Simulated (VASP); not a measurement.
A run of VASP 6.6.1 is set up as follows.

File INCAR:

```
SYSTEM = GaN
ALGO = Normal ; EDIFF = 1E-8
ENCUT = 520 ; ISIF = 2
ISMEAR = -1 ; LASPH = .TRUE.
LCHARG = .FALSE. ; LEFG = .TRUE.
LREAL = .FALSE. ; LWAVE = .FALSE.
NBANDS = 26 ; NELM = 80
PREC = Accurate ; SIGMA = 0.08
```

Contents of KPOINTS:

```
k-points
0
G
  12 12 7
  0 0 0
```

POSCAR

```
GaN
1.0
    2.9674563568      0.0000000000      0.0000000000
   -1.4837281784      2.5698925896      0.0000000000
    0.0000000000      0.0000000000      5.0327427812
Ga N
2 2
Direct
    0.0000000000      0.0000000000      0.0000000000
    0.0000000000      0.0000000000      0.5000000000
    0.3333333333      0.6666666667      0.2500000000
    0.6666666667      0.3333333333      0.7500000000
```

Potentials or basis: VASP PAW LDA potentials, release 64 (Ga_d, N).

Command:

```sh
$ cat potpaw_LDA.64/Ga_d/POTCAR potpaw_LDA.64/N/POTCAR > POTCAR
$ mpirun -np 1 vasp_std > vasp.out
```

(1) Estimate the pressure.

(2) Predict the band gap on the k mesh.

## Answers

(1) -4.5 GPa.

(2) 1.09 eV (least direct gap 1.83 eV).

Caveat: the cell stands under tension; without QUAD_EFG the Cq values of the log hold for a quadrupole moment of 1 mb, not for the nuclei.
